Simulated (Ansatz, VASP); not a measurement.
**Two plane-wave programs on Pt**

```
CELL_PARAMETERS angstrom
2.79699 0.00000 0.00000
-1.39850 2.42227 0.00000
0.00000 0.00000 4.85520
ATOMIC_POSITIONS crystal
Pt 0.33333 0.66667 0.25000
Pt 0.66667 0.33333 0.75000
```

Alike in both runs: task single point; functional r2SCAN; k mesh 11 × 11 × 6; occupations fermi-dirac, width 0.05 eV; no spin polarisation.

```csv
,VASP,Ansatz
version,VASP 6.6.1,Ansatz 0.2.0
potentials or method,"VASP PAW PBE potentials, release 64 (Pt_sv_GW)",Ansatz PAW
plane-wave cutoff (eV),550,500
valence electrons in the cell,36,36
```

|  | VASP | Ansatz | Ansatz less VASP |
| --- | --- | --- | --- |
| gap on the k mesh at the Fermi level (eV) | none | none | - |
| pressure (GPa) | -16.2 | -14.3 | +1.87 |
| traceless stress, the component that is largest in VASP (GPa) | 1.34 | 1.30 | -0.039 |

VASP's potentials were made for PBE, not for r2SCAN. A gap of «none» marks a metal or a gap that the smearing closes. With one functional, cell and mesh, what is left measures potentials, basis and numerics.

Spin-orbit coupling is off throughout.
